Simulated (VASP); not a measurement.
LiBr: single point with PBEsol

LiBr:

```
Li Br
1.0
     0.00000    2.78295    2.78295
     2.78295    0.00000    2.78295
     2.78295    2.78295    0.00000
Li Br
1 1
Cartesian
  0.0000 0.0000 0.0000
  2.7830 2.7830 2.7830
```

This cell differs from its parent crystal: functional PBEsol, strained.

* Program: VASP 6.6.1
* Task: single point
* Functional: PBEsol
* Potentials or basis: VASP PAW PBE potentials, release 64 (Li_sv, Br)
* Cutoff: 750 eV
* k mesh: 8 × 8 × 8
* Occupations: gaussian, width 0.02 eV
* Spin: no spin polarisation
* Dipole correction: no
* Further INCAR settings: ALGO = Normal; EDIFF = 1e-06; NBANDS = 12

| Property | Result |
| --- | --- |
| Pressure | -2.0 GPa |
| Band gap on the k mesh | 4.62 eV, direct |

Levels at points of the mesh, in eV from the valence-band top:
| k point | band 1 | band 2 | band 3 | band 4 | band 5 | band 6 | band 7 | band 8 | band 9 | band 10 |
| --- | --- | --- | --- | --- | --- | --- | --- | --- | --- | --- |
| (0.00, 0.00, 0.00) | -43.73 | -13.34 | 0.00 | 0.00 | 0.00 | 4.62 | 10.36 | 10.36 | 10.36 | 12.02 |
| (0.50, 0.00, 0.00) | -43.73 | -12.91 | -2.78 | -0.25 | -0.25 | 5.44 | 8.02 | 8.02 | 11.32 | 13.69 |
| (0.50, 0.50, 0.00) | -43.73 | -12.73 | -2.77 | -1.09 | -1.09 | 6.11 | 7.00 | 11.20 | 12.12 | 12.12 |

Run time: 41 s on 1 thread of Intel Xeon 8259CL, on a shared host, peak memory 0.21 GiB.

Caveat: the cell differs from its parent crystal (functional PBEsol, strained); the PAW data sets were made with another functional, which shifts forces and pressure a little.
